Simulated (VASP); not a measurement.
# TaTe (F-43m) in VASP: single point with r2SCAN

Aim: the single point of TaTe with r2SCAN.

Everything below comes from runs of VASP 6.6.1. Logs are shortened: lines on timing, memory, paths and dates and some standing lists are left out, and cuts for length are marked.

## (1) The cell of the first run

It takes space group F-43m (No. 216, cubic). The conventional cell has a = 6.266 Å, b = 6.266 Å, c = 6.266 Å, α = 90.00°, β = 90.00°, γ = 90.00°. Te (site symmetry -43m) has 4 Ta at 2.71 Å within 3.6 Å. Within 3.6 Å of Ta (site symmetry -43m) lie 4 Te at 2.71 Å.

## (2) Single point, r2SCAN

The input, POSCAR:

```
TaTe
1.0
    0.0000000000      3.1328580000      3.1328580000
    3.1328580000      0.0000000000      3.1328580000
    3.1328580000      3.1328580000      0.0000000000
Te Ta
1 1
Direct
    0.0000000000      0.0000000000      0.0000000000
    0.2500000000      0.2500000000      0.2500000000
```

The input, INCAR.step1:

```
SYSTEM = TaTe
PREC = Accurate
ENCUT = 550
ISMEAR = -1
SIGMA = 0.1
LREAL = .FALSE.
LASPH = .TRUE.
NELM = 120
NBANDS = 16
GGA = PE
ALGO = Normal
EDIFF = 1E-5
LWAVE = .TRUE.
LCHARG = .FALSE.
GGA_COMPAT = .FALSE.
```

The input, INCAR.step2:

```
SYSTEM = TaTe
PREC = Accurate
ENCUT = 550
EDIFF = 1E-6
ISMEAR = -1
SIGMA = 0.1
LREAL = .FALSE.
LASPH = .TRUE.
NELM = 120
ALGO = Normal
ISIF = 2
LWAVE = .FALSE.
LCHARG = .FALSE.
METAGGA = R2SCAN
LMIXTAU = .TRUE.
NBANDS = 16
ISTART = 1
GGA_COMPAT = .FALSE.
```

The input, KPOINTS:

```
regular mesh
0
G
  9 9 9
  0 0 0
```

Potentials or basis: VASP PAW PBE potentials, release 64 (Te, Ta_pv).

The run is started by

```
$ cat potpaw_PBE.64/Te/POTCAR potpaw_PBE.64/Ta_pv/POTCAR > POTCAR
$ cp INCAR.step1 INCAR
$ mpirun -np 1 vasp_std > vasp.out
$ cp INCAR.step2 INCAR
$ mpirun -np 1 vasp_std > vasp.out
```

OUTCAR:

```text
SYSTEM = TaTe
   PREC = Accurate
   ENCUT = 550
   EDIFF = 1E-6
   ISMEAR = -1
   LREAL = .FALSE.
   LASPH = .TRUE.
   NELM = 120
   ISIF = 2
   METAGGA = R2SCAN
   ISTART = 1

 ion  position               nearest neighbor table
   1  0.000  0.000  0.000-   2 2.71   2 2.71   2 2.71   2 2.71
   2  0.250  0.250  0.250-   1 2.71   1 2.71   1 2.71   1 2.71

  LATTYP: Found a face centered cubic cell.
 ALAT       =     6.2657160000

  Lattice vectors:

 A1 = (   0.0000000000,   3.1328580000,   3.1328580000)
 A2 = (   3.1328580000,   0.0000000000,   3.1328580000)
 A3 = (   3.1328580000,   3.1328580000,   0.0000000000)

Analysis of symmetry for initial positions (statically):
=====================================================================
 Subroutine PRICEL returns:
 Original cell was already a primitive cell.

 Routine SETGRP: Setting up the symmetry group for a
 face centered cubic supercell.

 Subroutine GETGRP returns: Found 24 space group operations
 (whereof 24 operations were pure point group operations)
 out of a pool of 48 trial point group operations.

The static configuration has the point symmetry T_d .

Analysis of symmetry for dynamics (positions and initial velocities):
=====================================================================
 Subroutine PRICEL returns:
 Original cell was already a primitive cell.

 Routine SETGRP: Setting up the symmetry group for a
 face centered cubic supercell.

 Subroutine GETGRP returns: Found 24 space group operations
 (whereof 24 operations were pure point group operations)
 out of a pool of 48 trial point group operations.

The dynamic configuration has the point symmetry T_d .

 Subroutine INISYM returns: Found 24 space group operations
 (whereof 24 operations are pure point group operations),
 and found     1 'primitive' translations

----------------------------------------------------------------------------------------

                                     Primitive cell

  volume of cell :      61.4967

  direct lattice vectors                    reciprocal lattice vectors
     0.000000000  3.132858000  3.132858000    -0.159598680  0.159598680  0.159598680
     3.132858000  0.000000000  3.132858000     0.159598680 -0.159598680  0.159598680
     3.132858000  3.132858000  0.000000000     0.159598680  0.159598680 -0.159598680

  length of vectors
     4.430530273  4.430530273  4.430530273     0.276433022  0.276433022  0.276433022

  position of ions in fractional coordinates (direct lattice)
     0.000000000  0.000000000  0.000000000
     0.250000000  0.250000000  0.250000000

  ion indices of the primitive-cell ions
   primitive index   ion index
                 1           1
                 2           2

----------------------------------------------------------------------------------------

 KPOINTS: regular mesh

Automatic generation of k-mesh.
 Grid dimensions read from file:
 generate k-points for:    9    9    9

 Generating k-lattice:

  Cartesian coordinates                     Fractional coordinates (reciprocal lattice)
    -0.017733187  0.017733187  0.017733187     0.111111111  0.000000000  0.000000000
     0.017733187 -0.017733187  0.017733187     0.000000000  0.111111111  0.000000000
     0.017733187  0.017733187 -0.017733187     0.000000000  0.000000000  0.111111111

  Length of vectors
     0.030714780  0.030714780  0.030714780

  Shift w.r.t. Gamma in fractional coordinates (k-lattice)
     0.000000000  0.000000000  0.000000000

 Subroutine IBZKPT returns following result:
 ===========================================

 Found     35 irreducible k-points:

 Following reciprocal coordinates:
            Coordinates               Weight
  0.000000  0.000000  0.000000      1.000000
  0.111111  0.000000  0.000000      8.000000
  0.222222  0.000000  0.000000      8.000000
  0.333333  0.000000  0.000000      8.000000
  0.444444  0.000000  0.000000      8.000000
  0.111111  0.111111  0.000000      6.000000
[... 16 lines left out ...]
 -0.333333  0.333333  0.000000     12.000000
  0.444444  0.444444  0.000000      6.000000
 [... further k-points ...]
   k-points           NKPTS =     35   k-points in BZ     NKDIM =     35   number of bands    NBANDS=     16
   number of dos      NEDOS =    301   number of ions     NIONS =      2
   total plane-waves  NPLWV =  46656
   dimension x,y,z NGX =    36 NGY =   36 NGZ =   36
   dimension x,y,z NGXF=    72 NGYF=   72 NGZF=   72
   ions per type =               1   1
   NGX,Y,Z   is equivalent  to a cutoff of  13.51, 13.51, 13.51 a.u.
   NGXF,Y,Z  is equivalent  to a cutoff of  27.02, 27.02, 27.02 a.u.
 SYSTEM =  TaTe
   PREC   = accura    normal or accurate (medium, high low for compatibility)
   ISTART =      1    job   : 0-new  1-cont  2-samecut
   ICHARG =      0    charge: 1-file 2-atom 10-const
   ISPIN  =      1    spin polarized calculation?
   LNONCOLLINEAR =      F non collinear calculations
   LSORBIT =      F    spin-orbit coupling
   LASPH  =      T    aspherical Exc in radial PAW
   ENCUT  =  550.0 eV  40.42 Ry    6.36 a.u.   8.47  8.47  8.47*2*pi/ulx,y,z
   NELM   =    120;   NELMIN=  2; NELMDL=  0     # of ELM steps
   EDIFF  = 0.1E-05   stopping-criterion for ELM
   LREAL  =      F    real-space projection
   EDIFFG = 0.1E-04   stopping-criterion for IOM
   NSW    =      0    number of steps for IOM
   IBRION =     -1    ionic relax: 0-MD 1-quasi-New 2-CG
   NFREE  =      0    steps in history (QN), initial steepest desc. (CG)
   ISIF   =      2    stress and relaxation
   ISYM   =      2    0-nonsym 1-usesym 2-fastsym
   POTIM  = 0.5000    time-step for ionic-motion
   TEBEG  =    0.0;   TEEND  =   0.0 temperature during run
   PSTRESS=    0.0 pullay stress
   NELECT =      17.0000    total number of electrons
   NUPDOWN=      -1.0000    fix difference up-down
   EMIN   =  10.00;   EMAX   =-10.00  energy-range for DOS
   EFERMI =   0.00;   METHOD = LEGACY
   ISMEAR =    -1;   SIGMA  =   0.10  broadening in eV -4-tet -1-fermi 0-gaus
   EFERMI_NEDOS =   21; number of points for ismear=-14 and -15
   IALGO  =     38    algorithm
   IMIX   =      4    mixing-type and parameters
     AMIX     =   0.40;   BMIX     =  1.00
     AMIX_MAG =   1.60;   BMIX_MAG =  1.00
  volume/ion in A,a.u.               =      30.75       207.50
  Fermi-wavevector in a.u.,A,eV,Ry     =   1.066450  2.015298 15.474113  1.137315
  Thomas-Fermi vector in A             =   2.202034
   LORBIT       =      0    0 simple, 1 ext, 2 COOP (PROOUT), +10 PAW based schemes
   METAGGA = R2SCAN    functional components
   LHFCALC =     F    Hartree Fock is set to
   AEXX    =    0.0000 exact exchange contribution
   IVDW    =     0    specifies the selected vdW correction
   LEPSILON=     F    determine dielectric tensor
   LRPA    =     F    only Hartree local field effects (RPA)
 non-spin polarized calculation
  energy-cutoff  :      550.00
  volume of cell :       61.50
 maximum number of plane-waves:      1823
 NGX is ok and might be reduce to    36
   NGX = 17   NGY = 17   NGZ = 17

 number of electron      17.0000001 magnetization

 Free energy of the ion-electron system (eV)
  ---------------------------------------------------
  ext. energy  EPLUGINS =         0.00000000
  ---------------------------------------------------
  free energy    TOTEN  =       -72.04851425 eV

  energy without entropy =      -71.91755785  energy(sigma->0) =      -71.98303605

 E-fermi :   5.0281     XC(G=0): -10.0261

 val. band max:        4.9888209950   @ k =  -0.1111   0.1111   0.0000
 cond. band min:       5.0407753500   @ k =   0.1111   0.1111   0.0000
 fundamental gap:      0.0519543550
 Fermi energy:         5.0281396130

 k-point     1 :       0.0000    0.0000    0.0000
  band No.  band energies     occupation
      1     -31.3640      2.00000
      2     -31.3640      2.00000
      3     -31.3640      2.00000
      4      -8.5342      2.00000
      5       0.6123      2.00000
      6       0.6123      2.00000
[... 8 lines left out ...]
     15      10.7763      0.00000
     16      10.7763      0.00000

 k-point     2 :       0.1111    0.0000    0.0000
  band No.  band energies     occupation
      1     -31.3669      2.00000
      2     -31.3645      2.00000
      3     -31.3645      2.00000
      4      -8.4525      2.00000
      5       0.3861      2.00000
      6       0.6507      2.00000
[... 8 lines left out ...]
     15      10.9282      0.00000
     16      10.9282      0.00000

 k-point     3 :       0.2222    0.0000    0.0000
  band No.  band energies     occupation
      1     -31.3742      2.00000
      2     -31.3656      2.00000
      3     -31.3656      2.00000
      4      -8.2360      2.00000
      5      -0.0926      2.00000
      6       0.7422      2.00000
[... 8 lines left out ...]
     15      11.4708      0.00000
     16      11.4708      0.00000

 k-point     4 :       0.3333    0.0000    0.0000
  band No.  band energies     occupation
      1     -31.3824      2.00000
      2     -31.3669      2.00000
      3     -31.3669      2.00000
      4      -7.9709      2.00000
      5      -0.5372      2.00000
      6       0.8329      2.00000
[... 8 lines left out ...]
     15      12.1454      0.00000
     16      12.1454      0.00000
[... 324 lines left out ...]
 k-point    22 :      -0.4444    0.3333    0.0000
  band No.  band energies     occupation
      1     -31.3870      2.00000
      2     -31.3749      2.00000
      3     -31.3713      2.00000
      4      -7.5256      2.00000
      5      -0.7643      2.00000
      6       0.5907      2.00000
[... 8 lines left out ...]
     15      13.2829      0.00000
     16      13.3287      0.00000

 k-point    23 :      -0.3333    0.3333    0.0000
  band No.  band energies     occupation
      1     -31.3859      2.00000
      2     -31.3761      2.00000
      3     -31.3702      2.00000
      4      -7.5549      2.00000
      5      -0.4622      2.00000
      6       0.1756      2.00000
[... 8 lines left out ...]
     15      12.8343      0.00000
     16      13.8274      0.00000

 k-point    24 :       0.4444    0.4444    0.0000
  band No.  band energies     occupation
      1     -31.3884      2.00000
      2     -31.3725      2.00000
      3     -31.3725      2.00000
      4      -7.5185      2.00000
      5      -1.0820      2.00000
      6       1.2181      2.00000
[... 8 lines left out ...]
     15      14.2806      0.00000
     16      14.5970      0.00000

 [... further k-points ...]
[... 5 lines left out ...]
  --------------------------------------------------------------------------------------
  -------------------------------------------------------------------------------------
  Total       -0.6218031     -0.6218031     -0.6218031      0.0000000      0.0000000      0.0000000
  in kB      -16.1998629    -16.1998629    -16.1998629      0.0000000      0.0000000      0.0000000
  external PRESSURE =     -16.1998629 kB  Pullay stress =       0.0000000 kB

 VOLUME and BASIS-vectors are now :
 -----------------------------------------------------------------------------
  energy-cutoff  :      550.00
  volume of cell :       61.50
      direct lattice vectors                 reciprocal lattice vectors
     0.000000000  3.132858000  3.132858000    -0.159598680  0.159598680  0.159598680
     3.132858000  0.000000000  3.132858000     0.159598680 -0.159598680  0.159598680
     3.132858000  3.132858000  0.000000000     0.159598680  0.159598680 -0.159598680

 POSITION                                       TOTAL-FORCE (eV/Angst)
 -----------------------------------------------------------------------------------
      0.00000      0.00000      0.00000         0.000000      0.000000      0.000000
      1.56643      1.56643      1.56643        -0.000000     -0.000000     -0.000000
 -----------------------------------------------------------------------------------
    total drift:                               -0.000000     -0.000000     -0.000000

  FREE ENERGIE OF THE ION-ELECTRON SYSTEM (eV)
  ---------------------------------------------------
  free  energy   TOTEN  =       -72.0485142526 eV

  energy  without entropy=      -71.9175578455  energy(sigma->0) =      -71.98303605
```

Wall time 3 min (1 thread of AMD EPYC 7R43 (Zen 3), shared host); peak memory 0.19 GiB.

Results:

* Free energy: -72.0485 eV
* Pressure: -1.6 GPa

Caveat: the PAW data sets were made with another functional, which shifts forces and pressure a little; spin-orbit coupling is left out, which moves the levels of the heavy elements.
